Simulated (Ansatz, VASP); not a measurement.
## One calculation of GeSbTe3, two programs

File INCAR:

```
SYSTEM = GeSbTe3
PREC = Accurate
ENCUT = 520
EDIFF = 1E-6
ISMEAR = 0
SIGMA = 0.1
LREAL = .FALSE.
LASPH = .TRUE.
NELM = 80
ALGO = Normal
ISIF = 2
LWAVE = .FALSE.
LCHARG = .FALSE.
GGA = PE
NBANDS = 26
```

The input KPOINTS:

```
Automatic mesh
0
G
  4 4 2
  0 0 0
```

The input POSCAR:

```
GeSbTe3
1.0
    3.9505604300      0.0000000000      0.0000000000
    0.0000000000      3.9505604300      0.0000000000
    0.0000000000      0.0000000000      9.3584864900
Ge Sb Te
1 1 3
Direct
    0.0000000000      0.0000000000      0.0000000000
    0.5000000000      0.5000000000      0.5000000000
    0.5000000000      0.5000000000      0.2127596700
    0.5000000000      0.5000000000      0.7872403300
    0.0000000000      0.0000000000      0.5000000000
```

Input for Ansatz:

```yaml
crystal:
  lattice:
    - [3.95056043, 0.0, 0.0]
    - [0.0, 3.95056043, 0.0]
    - [0.0, 0.0, 9.35848649]
  atoms:
    - { symbol: Ge, position: [0.0, 0.0, 0.0] }
    - { symbol: Sb, position: [0.5, 0.5, 0.5] }
    - { symbol: Te, position: [0.5, 0.5, 0.21275967] }
    - { symbol: Te, position: [0.5, 0.5, 0.78724033] }
    - { symbol: Te, position: [0.0, 0.0, 0.5] }
basis:
  ecutwfc: 420
kpoints:
  mp_grid: { grid: [4, 4, 2] }
hamiltonian:
  xc: pbe
scf:
  occupations: { method: gaussian, width: 0.1 }
  lower_state_search: "off"
output:
  forces: true
  stress: true
  eigenvalues: true
```

Alike in both runs: task single point; functional PBE; k mesh 4 × 4 × 2; occupations gaussian, width 0.1 eV; no spin polarisation.

|  | VASP | Ansatz |
| --- | --- | --- |
| version | VASP 6.6.1 | Ansatz 0.2.0 |
| potentials or method | VASP PAW PBE potentials, release 64 (Ge_d, Sb, Te), cutoff 520 eV | scalar-relativistic, plane waves, PAW |
| valence electrons in the cell | 37 | 77 |

```tsv
	VASP	Ansatz	Ansatz less VASP
gap on the k mesh at the Fermi level (eV)	none	none	-
pressure (GPa)	8.8	8.7	-0.11
traceless stress, the component that is largest in VASP (GPa)	1.04	1.04	-0.008
rms of the force components (eV/Å)	1.272	1.261	-0.0109
```

Atom by atom the forces differ by 0.011 eV/Å (rms over components). A gap of «none» marks a metal or a gap that the smearing closes. VASP's potentials hold 37 valence electrons a cell and Ansatz's 77, so a difference there can come from the potentials and not from the codes.

The k mesh is coarse, so the values compare programs but aren't converged. Neither program's run includes spin-orbit coupling.
